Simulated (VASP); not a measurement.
## Lu: single point with r2SCAN

Lu:

```
CELL_PARAMETERS angstrom
3.50482 0.00000 0.00000
-1.75241 3.03526 0.00000
0.00000 0.00000 5.46968
ATOMIC_POSITIONS crystal
Lu 0.33333 0.66667 0.25000
Lu 0.66667 0.33333 0.75000
```

```
Program             : VASP 6.6.1
Task                : single point
Functional          : r2SCAN
Potentials or basis : VASP PAW PBE potentials, release 64 (Lu)
Cutoff              : 520 eV
k mesh              : 10 × 10 × 6
Occupations         : fermi-dirac, width 0.3 eV
Spin                : no spin polarisation
```

The pressure is 1.0 GPa and the band gap on the k mesh is zero (bands 25 and 26 overlap by 2.00 eV).

Stress tensor (GPa, compression positive):
```
0.68 0.00 0.00
0.00 0.68 0.00
0.00 0.00 1.72
```

Levels at points of the mesh, in eV from the Fermi level:
```tsv
k point	band 22	band 23	band 24	band 25	band 26	band 27	band 28	band 29
(0.00, 0.00, 0.00)	-5.03	-5.03	-2.42	0.52	2.43	2.43	2.91	3.23
(0.50, 0.00, 0.00)	-5.04	-2.40	-1.45	-0.86	-0.45	1.71	2.09	2.61
(0.00, 0.00, 0.50)	-5.03	-4.56	-4.56	1.34	1.34	2.34	2.34	2.34
(0.50, 0.00, 0.50)	-5.06	-2.13	-2.13	0.07	0.07	1.44	1.44	3.64
```

Wall time 4.8 min on 1 thread of Intel(R) Xeon(R) 6975P-C (Granite Rapids), on a shared host, peak memory 0.23 GiB.

Caveat: so wide a smearing shifts energies and pressures; the PAW data sets were made with another functional, which shifts forces and pressure a little; spin-orbit coupling is left out, which moves the levels of the heavy elements.
